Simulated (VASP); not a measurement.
# La2F3 (P6/mmm) in VASP: single point with PBE

Aim: the single point of La2F3 with PBE.

Program: VASP 6.6.1. These are calculated values, not measurements. Logs are shortened: lines on timing, memory, paths and dates and some standing lists are left out, and cuts for length are marked.

### 1 The cell of the first run

It takes space group P6/mmm (No. 191, hexagonal). The conventional cell has a = 5.270 Å, b = 5.270 Å, c = 4.096 Å, α = 90.00°, β = 90.00°, γ = 120.00°. La (site symmetry -6m2) has 2 F at 2.05 Å within 2.7 Å. F (site symmetry -6m2) has 2 La at 2.05 Å within 2.7 Å. Within 4.1 Å of F (site symmetry 6/mmm) lie 8 F at 3.04 to 4.10 Å and 12 La at 3.67 Å.

The cell was generated, and may not be a known phase.

### 2 Single point, PBE

Contents of INCAR:

```
PREC = Accurate
ENCUT = 520
EDIFF = 1E-6
ISMEAR = 0
SIGMA = 0.1
LREAL = F
LASPH = T
NELM = 80
ALGO = Normal
ISIF = 2
LWAVE = F
LCHARG = T
GGA = PE
LELF = T
LVHAR = T
NBANDS = 30
```

Contents of KPOINTS:

```
Automatic mesh
0
Gamma
  6 6 4
```

Contents of POSCAR:

```
La2F3
1.0
    5.2701576000      0.0000000000      0.0000000000
   -2.6350788000      4.5640903600      0.0000000000
    0.0000000000      0.0000000000      4.0961716800
La F
2 3
Direct
    0.3333333300      0.6666666700      0.0000000000
    0.6666666700      0.3333333300      0.0000000000
    0.3333333300      0.6666666700      0.5000000000
    0.6666666700      0.3333333300      0.5000000000
    0.0000000000      0.0000000000      0.5000000000
```

Potentials or basis: VASP PAW PBE potentials, release 64 (La, F).

The run is started by

```bash
cat potpaw_PBE.64/La/POTCAR potpaw_PBE.64/F/POTCAR > POTCAR
mpirun -np 1 vasp_std > vasp.out
```

OUTCAR:

```text
PREC = Accurate
   ENCUT = 520
   EDIFF = 1E-6
   ISMEAR = 0
   LREAL = F
   LASPH = T
   NELM = 80
   ISIF = 2
   GGA = PE

 ion  position               nearest neighbor table
   1  0.333  0.667  0.000-   3 2.05   3 2.05   2 3.04   2 3.04   2 3.04
   2  0.667  0.333  0.000-   4 2.05   4 2.05   1 3.04   1 3.04   1 3.04
   3  0.333  0.667  0.500-   1 2.05   1 2.05
   4  0.667  0.333  0.500-   2 2.05   2 2.05
   5  0.000  0.000  0.500-

  LATTYP: Found a hexagonal cell.
 ALAT       =     5.2701576000
 C/A-ratio  =     0.7772389349

  Lattice vectors:

 A1 = (   5.2701576000,   0.0000000000,   0.0000000000)
 A2 = (  -2.6350788000,   4.5640903600,   0.0000000000)
 A3 = (   0.0000000000,   0.0000000000,   4.0961716800)

Analysis of symmetry for initial positions (statically):
=====================================================================
 Subroutine PRICEL returns:
 Original cell was already a primitive cell.

 Routine SETGRP: Setting up the symmetry group for a
 hexagonal supercell.

 Subroutine GETGRP returns: Found 24 space group operations
 (whereof 24 operations were pure point group operations)
 out of a pool of 24 trial point group operations.

The static configuration has the point symmetry D_6h.

Analysis of symmetry for dynamics (positions and initial velocities):
=====================================================================
 Subroutine PRICEL returns:
 Original cell was already a primitive cell.

 Routine SETGRP: Setting up the symmetry group for a
 hexagonal supercell.

 Subroutine GETGRP returns: Found 24 space group operations
 (whereof 24 operations were pure point group operations)
 out of a pool of 24 trial point group operations.

The dynamic configuration has the point symmetry D_6h.

 Subroutine INISYM returns: Found 24 space group operations
 (whereof 24 operations are pure point group operations),
 and found     1 'primitive' translations

----------------------------------------------------------------------------------------

                                     Primitive cell

  volume of cell :      98.5272

  direct lattice vectors                    reciprocal lattice vectors
     5.270157600  0.000000000  0.000000000     0.189747646  0.109550855  0.000000000
    -2.635078800  4.564090360  0.000000000     0.000000000  0.219101709  0.000000000
     0.000000000  0.000000000  4.096171680     0.000000000  0.000000000  0.244130393

  length of vectors
     5.270157600  5.270157597  4.096171680     0.219101709  0.219101709  0.244130393

  position of ions in fractional coordinates (direct lattice)
     0.333333330  0.666666670  0.000000000
     0.666666670  0.333333330  0.000000000
     0.333333330  0.666666670  0.500000000
     0.666666670  0.333333330  0.500000000
     0.000000000  0.000000000  0.500000000

  ion indices of the primitive-cell ions
   primitive index   ion index
                 1           1
                 2           2
                 3           3
                 4           4
                 5           5

----------------------------------------------------------------------------------------

 KPOINTS: Automatic mesh

Automatic generation of k-mesh.
 Grid dimensions read from file:
 generate k-points for:    6    6    4

 Generating k-lattice:

  Cartesian coordinates                     Fractional coordinates (reciprocal lattice)
     0.031624608  0.018258476  0.000000000     0.166666667 -0.000000000  0.000000000
     0.000000000  0.036516952  0.000000000     0.000000000  0.166666667  0.000000000
     0.000000000  0.000000000  0.061032598     0.000000000  0.000000000  0.250000000

  Length of vectors
     0.036516952  0.036516952  0.061032598

  Shift w.r.t. Gamma in fractional coordinates (k-lattice)
     0.000000000  0.000000000  0.000000000

 Subroutine IBZKPT returns following result:
 ===========================================

 Found     21 irreducible k-points:

 Following reciprocal coordinates:
            Coordinates               Weight
  0.000000  0.000000  0.000000      1.000000
  0.166667  0.000000  0.000000      6.000000
  0.333333  0.000000  0.000000      6.000000
  0.500000 -0.000000  0.000000      3.000000
  0.166667  0.166667  0.000000      6.000000
  0.333333  0.166667  0.000000     12.000000
[... 13 lines left out ...]
  0.333333  0.166667  0.500000     12.000000
  0.333333  0.333333  0.500000      2.000000
   k-points           NKPTS =     21   k-points in BZ     NKDIM =     21   number of bands    NBANDS=     30
   number of dos      NEDOS =    301   number of ions     NIONS =      5
   total plane-waves  NPLWV =  48000
   dimension x,y,z NGX =    40 NGY =   40 NGZ =   30
   dimension x,y,z NGXF=    80 NGYF=   80 NGZF=   60
   ions per type =               2   3
   NGX,Y,Z   is equivalent  to a cutoff of  12.62, 12.62, 12.18 a.u.
   NGXF,Y,Z  is equivalent  to a cutoff of  25.24, 25.24, 24.35 a.u.
 SYSTEM =  unknown system
   PREC   = accura    normal or accurate (medium, high low for compatibility)
   ISTART =      0    job   : 0-new  1-cont  2-samecut
   ICHARG =      2    charge: 1-file 2-atom 10-const
   ISPIN  =      1    spin polarized calculation?
   LNONCOLLINEAR =      F non collinear calculations
   LSORBIT =      F    spin-orbit coupling
   LASPH  =      T    aspherical Exc in radial PAW
   ENCUT  =  520.0 eV  38.22 Ry    6.18 a.u.   9.80  9.80  7.62*2*pi/ulx,y,z
   NELM   =     80;   NELMIN=  2; NELMDL= -5     # of ELM steps
   EDIFF  = 0.1E-05   stopping-criterion for ELM
   LREAL  =      F    real-space projection
   EDIFFG = 0.1E-04   stopping-criterion for IOM
   NSW    =      0    number of steps for IOM
   IBRION =     -1    ionic relax: 0-MD 1-quasi-New 2-CG
   NFREE  =      0    steps in history (QN), initial steepest desc. (CG)
   ISIF   =      2    stress and relaxation
   ISYM   =      2    0-nonsym 1-usesym 2-fastsym
   POTIM  = 0.5000    time-step for ionic-motion
   TEBEG  =    0.0;   TEEND  =   0.0 temperature during run
   PSTRESS=    0.0 pullay stress
   NELECT =      43.0000    total number of electrons
   NUPDOWN=      -1.0000    fix difference up-down
   EMIN   =  10.00;   EMAX   =-10.00  energy-range for DOS
   EFERMI =   0.00;   METHOD = LEGACY
   ISMEAR =     0;   SIGMA  =   0.10  broadening in eV -4-tet -1-fermi 0-gaus
   EFERMI_NEDOS =   21; number of points for ismear=-14 and -15
   IALGO  =     38    algorithm
   IMIX   =      4    mixing-type and parameters
     AMIX     =   0.40;   BMIX     =  1.00
     AMIX_MAG =   1.60;   BMIX_MAG =  1.00
  volume/ion in A,a.u.               =      19.71       132.98
  Fermi-wavevector in a.u.,A,eV,Ry     =   1.241783  2.346629 20.980519  1.542025
  Thomas-Fermi vector in A             =   2.376166
   LORBIT       =      0    0 simple, 1 ext, 2 COOP (PROOUT), +10 PAW based schemes
   GGA     = PE    functional components
   LHFCALC =     F    Hartree Fock is set to
   AEXX    =    0.0000 exact exchange contribution
   IVDW    =     0    specifies the selected vdW correction
   LEPSILON=     F    determine dielectric tensor
   LRPA    =     F    only Hartree local field effects (RPA)
 non-spin polarized calculation
 Gauss-broadening in eV      SIGMA  =   0.10
  energy-cutoff  :      520.00
  volume of cell :       98.53
 maximum number of plane-waves:      2668
 NGX is ok and might be reduce to    40
   NGX = 19   NGY = 19   NGZ = 15

 number of electron      43.0000006 magnetization

 Free energy of the ion-electron system (eV)
  ---------------------------------------------------
  ext. energy  EPLUGINS =         0.00000000
  ---------------------------------------------------
  free energy    TOTEN  =       -23.85188713 eV

  energy without entropy =      -23.82907904  energy(sigma->0) =      -23.84048309

 E-fermi :   7.0714     XC(G=0):  -9.4073

 val. band max:        7.0077474492   @ k =   0.3333   0.0000   0.5000
 cond. band min:       7.1023880539   @ k =   0.3333   0.1667   0.5000
 fundamental gap:      0.0946406047
 Fermi energy:         7.0714133083

 k-point     1 :       0.0000    0.0000    0.0000
  band No.  band energies     occupation
      1     -26.9964      2.00000
      2     -26.2503      2.00000
      3     -19.9883      2.00000
      4     -19.7550      2.00000
      5     -14.9396      2.00000
      6     -12.2774      2.00000
[... 22 lines left out ...]
     29       8.8030      0.00000
     30       8.8247      0.00000

 k-point     2 :       0.1667    0.0000    0.0000
  band No.  band energies     occupation
      1     -26.9556      2.00000
      2     -26.2981      2.00000
      3     -19.9756      2.00000
      4     -19.7703      2.00000
      5     -14.9418      2.00000
      6     -12.2480      2.00000
[... 22 lines left out ...]
     29       8.8339      0.00000
     30       9.0458      0.00000

 k-point     3 :       0.3333    0.0000    0.0000
  band No.  band energies     occupation
      1     -26.8486      2.00000
      2     -26.4188      2.00000
      3     -19.9424      2.00000
      4     -19.8085      2.00000
      5     -14.9464      2.00000
      6     -12.1714      2.00000
[... 22 lines left out ...]
     29       8.9127      0.00000
     30       9.1230      0.00000

 k-point     4 :       0.5000   -0.0000    0.0000
  band No.  band energies     occupation
      1     -26.7610      2.00000
      2     -26.5132      2.00000
      3     -19.9152      2.00000
      4     -19.8382      2.00000
      5     -14.9490      2.00000
      6     -12.1094      2.00000
[... 22 lines left out ...]
     29       8.9685      0.00000
     30       9.0146      0.00000

 k-point     5 :       0.1667    0.1667    0.0000
  band No.  band energies     occupation
      1     -26.8802      2.00000
      2     -26.3837      2.00000
      3     -19.9521      2.00000
      4     -19.7974      2.00000
      5     -14.9453      2.00000
      6     -12.1940      2.00000
[... 22 lines left out ...]
     29       8.8997      0.00000
     30       9.0804      0.00000
[... 427 lines left out ...]
     29       8.7051      0.00000
     30       8.7232      0.00000

 k-point    19 :       0.1667    0.1667    0.5000
  band No.  band energies     occupation
      1     -26.5077      2.00000
      2     -25.9736      2.00000
      3     -21.4551      2.00000
      4     -21.3220      2.00000
      5     -14.9337      2.00000
      6     -11.1932      2.00000
[... 22 lines left out ...]
     29       8.7168      0.00000
     30       8.8052      0.00000

 k-point    20 :       0.3333    0.1667    0.5000
  band No.  band energies     occupation
      1     -26.3803      2.00000
      2     -26.1136      2.00000
      3     -21.4218      2.00000
      4     -21.3552      2.00000
      5     -14.9354      2.00000
      6     -11.2813      2.00000
[... 22 lines left out ...]
     29       8.7421      0.00000
     30       8.7450      0.00000

 k-point    21 :       0.3333    0.3333    0.5000
  band No.  band energies     occupation
      1     -26.2490      2.00000
      2     -26.2490      2.00000
      3     -21.3883      2.00000
      4     -21.3883      2.00000
      5     -14.9358      2.00000
      6     -11.3380      2.00000
[... 22 lines left out ...]
     29       8.7575      0.00000
     30       8.7581      0.00000

------------------------ aborting loop because EDIFF is reached ----------------------------------------

  FORCE on cell =-STRESS in cart. coord.  units (eV):
  Direction    XX          YY          ZZ          XY          YZ          ZX
  --------------------------------------------------------------------------------------
  -------------------------------------------------------------------------------------
  Total        3.4848979      3.4848979     35.0351658      0.0000000      0.0000000     -0.0000000
  in kB       56.6688835     56.6688834    569.7164663      0.0000000      0.0000000     -0.0000000
  external PRESSURE =     227.6847444 kB  Pullay stress =       0.0000000 kB

 VOLUME and BASIS-vectors are now :
 -----------------------------------------------------------------------------
  energy-cutoff  :      520.00
  volume of cell :       98.53
      direct lattice vectors                 reciprocal lattice vectors
     5.270157600  0.000000000  0.000000000     0.189747646  0.109550855  0.000000000
    -2.635078800  4.564090360  0.000000000     0.000000000  0.219101709  0.000000000
     0.000000000  0.000000000  4.096171680     0.000000000  0.000000000  0.244130393

 POSITION                                       TOTAL-FORCE (eV/Angst)
 -----------------------------------------------------------------------------------
     -0.00000      3.04273      0.00000         0.000000     -0.000000      0.000000
      2.63508      1.52136      0.00000        -0.000000      0.000000      0.000000
     -0.00000      3.04273      2.04809        -0.000000      0.000000      0.000000
      2.63508      1.52136      2.04809         0.000000      0.000000     -0.000000
      0.00000      0.00000      2.04809        -0.000000     -0.000000      0.000000
 -----------------------------------------------------------------------------------
    total drift:                                0.000000     -0.000000     -0.000000

  FREE ENERGIE OF THE ION-ELECTRON SYSTEM (eV)
  ---------------------------------------------------
  free  energy   TOTEN  =       -23.8518871296 eV

  energy  without entropy=      -23.8290790436  energy(sigma->0) =      -23.84048309
```

It took 1.9 min on 1 thread of AMD EPYC 7R13, shared host; peak memory 0.21 GiB.

Results:

```
Free energy            : -23.8519 eV
Pressure               : 22.8 GPa
Band gap on the k mesh : zero (an odd number of electrons rules out a gap without spin polarisation)
```

Caveat: the k points lie up to 0.38 Å⁻¹ apart, too coarse for converged energies and pressures of a metal; spin-orbit coupling is left out, which moves the levels of the heavy elements; an odd number of electrons without spin polarisation forces a metal; a magnetic or distorted state may lie lower.

The gap in the log of VASP goes by the Fermi energy; the results here count the filled bands.